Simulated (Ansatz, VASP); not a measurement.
InSb in VASP and in Ansatz

INCAR

```
PREC = Accurate
ENCUT = 520
EDIFF = 1E-8
ISMEAR = -1
SIGMA = 0.08
LREAL = False
LASPH = True
NELM = 100
ALGO = Normal
ISIF = 2
LWAVE = False
LCHARG = False
GGA = CA
LEFG = True
NBANDS = 26
```

File KPOINTS:

```
regular mesh
0
Gamma
  6 6 11
```

Contents of POSCAR:

```
InSb
1.0
    5.3570000000      0.0000000000      0.0000000000
    0.0000000000      5.7120000000      0.0000000000
    0.0000000000      0.0000000000      3.0323700000
In Sb
2 2
Direct
    0.0000000000      0.0000000000      0.0000000000
    0.5000000000      0.5000000000      0.0000000000
    0.5000000000      0.0000000000      0.8350000000
    0.0000000000      0.5000000000      0.1650000000
```

Input for Ansatz:

```yaml
crystal:
  lattice:
    - [5.357, 0.0, 0.0]
    - [0.0, 5.712, 0.0]
    - [0.0, 0.0, 3.03237]
  atoms:
    - { symbol: In, position: [0.0, 0.0, 0.0] }
    - { symbol: In, position: [0.5, 0.5, 0.0] }
    - { symbol: Sb, position: [0.5, 0.0, 0.835] }
    - { symbol: Sb, position: [0.0, 0.5, 0.165] }
kpoints:
  mp_grid: { grid: [6, 6, 11] }
scf:
  occupations: { method: fermi_dirac, width: 0.08 }
hamiltonian:
  xc: lda
  pseudopotentials: { kind: paw }
output:
  forces: true
  stress: true
  eigenvalues: true
  efg: { contact_densities: true }
```

Change from the starting cell: zz strain of -1 %, PAW files.

Alike in both runs: task electric field gradients; functional LDA; k mesh 6 × 6 × 11; occupations fermi-dirac, width 0.08 eV; no spin polarisation.

|  | VASP | Ansatz |
| --- | --- | --- |
| version | VASP 6.6.1 | Ansatz 0.2.0 |
| potentials or method | VASP PAW LDA potentials, release 64 (In_d, Sb) | PAW with Ansatz's default frozen-core files, scalar-relativistic |
| plane-wave cutoff (eV) | 520 | 420 |
| valence electrons in the cell | 36 | 56 |

```csv
,VASP,Ansatz,Ansatz less VASP
pressure (GPa),12.8,12.4,-0.32
"traceless stress, the component that is largest in VASP (GPa)",10.84,10.79,-0.042
rms of the force components (eV/Å),0.261,0.259,-0.0028
size of Vzz on the site where it differs most (V/Å²),81.1,71.3,-9.83
```

LDA's correlation is that of Perdew and Zunger in VASP and of Perdew and Wang (1992) in Ansatz. Atom by atom the forces differ by 0.003 eV/Å (rms over components). VASP's potentials hold 36 valence electrons a cell and Ansatz's 56, so a difference there can come from the potentials and not from the codes.

Spin-orbit coupling is off throughout.
